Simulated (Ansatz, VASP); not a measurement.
Zr2Os: VASP beside Ansatz

Contents of INCAR:

```
ALGO = Fast
EDIFF = 1E-6
EDIFFG = -0.04
ENCUT = 600
GGA = PE
IBRION = 2
ISIF = 3
ISMEAR = 0
LASPH = T
LCHARG = F
LREAL = F
LWAVE = F
NELM = 60
NSW = 90
PREC = Accurate
SIGMA = 0.1
```

Contents of KPOINTS:

```
k-points
0
Gamma
  4 4 4
```

Contents of POSCAR:

```
Zr2Os
1.0
    4.5868925200      0.0000000000      0.0000000000
    0.0000000000      4.5868925200      0.0000000000
    0.0000000000      0.0000000000      4.5868925200
Zr Os
4 2
Direct
    0.2500000000      0.2500000000      0.2500000000
    0.2500000000      0.7500000000      0.7500000000
    0.7500000000      0.7500000000      0.2500000000
    0.7500000000      0.2500000000      0.7500000000
    0.0000000000      0.0000000000      0.0000000000
    0.5000000000      0.5000000000      0.5000000000
```

Input for Ansatz:

```yaml
crystal:
  lattice:
    - [4.58689252, 0.0, 0.0]
    - [0.0, 4.58689252, 0.0]
    - [0.0, 0.0, 4.58689252]
  atoms:
    - { symbol: Zr, position: [0.25, 0.25, 0.25] }
    - { symbol: Zr, position: [0.25, 0.75, 0.75] }
    - { symbol: Zr, position: [0.75, 0.75, 0.25] }
    - { symbol: Zr, position: [0.75, 0.25, 0.75] }
    - { symbol: Os, position: [0.0, 0.0, 0.0] }
    - { symbol: Os, position: [0.5, 0.5, 0.5] }
basis:
  ecutwfc: 420
kpoints:
  mp_grid: { grid: [4, 4, 4] }
hamiltonian:
  xc: pbe
scf:
  occupations: { method: gaussian, width: 0.1 }
  lower_state_search: "off"
output:
  forces: true
  stress: true
  eigenvalues: true
relax:
  adjacent_minimum: "off"
  f_tol: 0.04
  max_steps: 70
  cell: { stress_tol: 0.4 }
```

Change from the starting cell: species swapped into the Au2S type (Pn-3m, No. 224).

Alike in both runs: task relaxation of cell and atoms; functional PBE; k mesh 4 × 4 × 4; occupations gaussian, width 0.1 eV; no spin polarisation.

|  | VASP | Ansatz |
| --- | --- | --- |
| version | VASP 6.6.1 | Ansatz 0.2.0 |
| potentials or method | VASP PAW PBE potentials, release 64 (Zr_sv, Os), cutoff 600 eV | scalar-relativistic, plane waves, PAW |
| valence electrons in the cell | 64 | 80 |

```tsv
	VASP	Ansatz	Ansatz less VASP
gap on the k mesh at the Fermi level, each at its own relaxed structure (eV)	none	none	-
relaxed volume (Å³/atom)	30.23	30.25	+0.022
relaxed length of the cell vector where the two differ most in proportion (Å)	5.660	5.662	+0.0014
```

A gap of «none» marks a metal or a gap that the smearing closes. VASP's potentials hold 64 valence electrons a cell and Ansatz's 80, so a difference there can come from the potentials and not from the codes.

Neither program's run includes spin-orbit coupling. Noted on VASP's run: the volume moved by over 15 % at a fixed basis, so the end points are rough.
